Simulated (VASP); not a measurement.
The system is Co.

```xyz
4
Lattice="1.3926 -4.4177 0.0000 1.3926 4.4177 0.0000 0.0000 0.0000 3.6857" Properties=species:S:1:pos:R:3 pbc="T T T"
Co    1.3926    3.5519    3.3540
Co    1.3926   -0.8659    2.1745
Co    1.3926   -3.5519    0.3317
Co    1.3926    0.8659    1.5111
```

```yaml
Program: VASP 6.6.1
Task: relaxation of cell and atoms
Functional: PBEsol
Potentials_or_basis: VASP PAW PBE potentials, release 64 (Co)
Cutoff: 600 eV
k_mesh: 6 × 6 × 6
Occupations: gaussian, width 0.1 eV
Spin: collinear spin, ferromagnetic start
Starting_moments: "[0.86, 0.86, 0.86, 0.86] μB"
```

At the start: pressure 75.1 GPa; volume 11.34 Å³/atom.

**Question.** Where does the relaxation end?

**Answer.** Over 25 steps the energy falls by 2082.2 meV/atom and the volume is 10.96 Å³/atom (-3.3 %); space group Fmmm (No. 69, to 0.05 Å); moment 6.54 μB per cell.

The path:
```tsv
step	energy change (eV)	largest force (eV/Å)	pressure (GPa)	volume (Å³)
1	0.0000	9.9346	75.11	45.35
2	-0.5676	0.3181	-27.23	89.57
3	-5.6289	0.8304	-22.02	60.72
4	-5.7961	1.2554	-18.22	58.70
5	-5.8527	1.9631	-11.57	56.21
6	-5.8571	1.8460	-12.60	56.57
7	-7.0243	1.7945	-10.45	50.44
8	-5.3560	4.7464	96.62	34.67
9	-7.4526	1.9722	-2.08	46.75
10	-7.8441	0.6482	22.35	40.42
11	-7.8873	1.2523	12.50	42.17
12	-7.8921	1.0986	15.14	41.64
13	-8.0439	1.2911	9.32	43.14
14	-8.1386	0.3713	9.45	42.55
15	-8.1893	0.1740	-6.62	45.75
16	-8.2136	0.0445	-1.41	44.53
17	-8.2456	0.0164	-1.49	44.39
18	-8.2901	0.0315	-0.88	44.15
19	-8.3199	0.1579	1.73	43.57
20	-8.3244	0.0977	0.45	43.80
21	-8.3254	0.1124	0.76	43.73
22	-8.3272	0.0430	-1.13	44.13
23	-8.3282	0.0545	-0.48	43.98
24	-8.3287	0.0161	0.44	43.77
25	-8.3288	0.0267	0.20	43.84
```

Final structure:
```yaml
crystal:
  lattice:
    - [1.24815, -4.29230, 0.00000]
    - [1.24815, 4.29230, 0.00000]
    - [0.00000, 0.00000, 4.09108]
  atoms:
    - { symbol: Co, position: [0.13346, 0.86654, 0.99935] }
    - { symbol: Co, position: [0.63346, 0.36654, 0.50065] }
    - { symbol: Co, position: [0.86654, 0.13346, 0.00065] }
    - { symbol: Co, position: [0.36654, 0.63346, 0.49935] }
```

Caveat: the k points lie up to 0.44 Å⁻¹ apart in the final cell; the PAW data sets were made with another functional, which shifts forces and pressure a little.
